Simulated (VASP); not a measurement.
A run of VASP 6.6.1:

The input INCAR:

```
SYSTEM = Pb
PREC = Accurate
ENCUT = 600
EDIFF = 1E-6
ISMEAR = -1
SIGMA = 0.1
LREAL = .FALSE.
LASPH = .TRUE.
NELM = 80
ALGO = Normal
ISIF = 3
LWAVE = .FALSE.
LCHARG = .FALSE.
GGA = B5
ALDAX = 1.0
AGGAX = 1.0
AGGAC = 1.0
ALDAC = 0.0
IBRION = 2
NSW = 80
EDIFFG = -0.01
```

The input KPOINTS:

```
regular mesh
0
G
  10 10 6
  0 0 0
```

The input POSCAR:

```
Pb
1.0
    3.5005272341      0.0000000000      0.0000000000
   -1.7502636171      3.0315455114      0.0000000000
    0.0000000000      0.0000000000      5.7163609733
Pb
2
Direct
    0.3333333333      0.6666666667      0.2500000000
    0.6666666667      0.3333333333      0.7500000000
```

Potentials or basis: VASP PAW PBE potentials, release 64 (Pb_d).

Command:

```sh
$ cat potpaw_PBE.64/Pb_d/POTCAR > POTCAR
$ mpirun -np 1 vasp_std > vasp.out
```

Hardware: 1 thread of Intel(R) Xeon(R) 6975P-C (Granite Rapids), on a shared host.

**Question.** Estimate the wall time of this run.

**Answer.** Wall time 2.6 min on 1 thread of Intel(R) Xeon(R) 6975P-C (Granite Rapids), with other jobs on the host, peak memory 0.23 GiB. Counts: scf iterations 60, k points 56, ion steps 9.
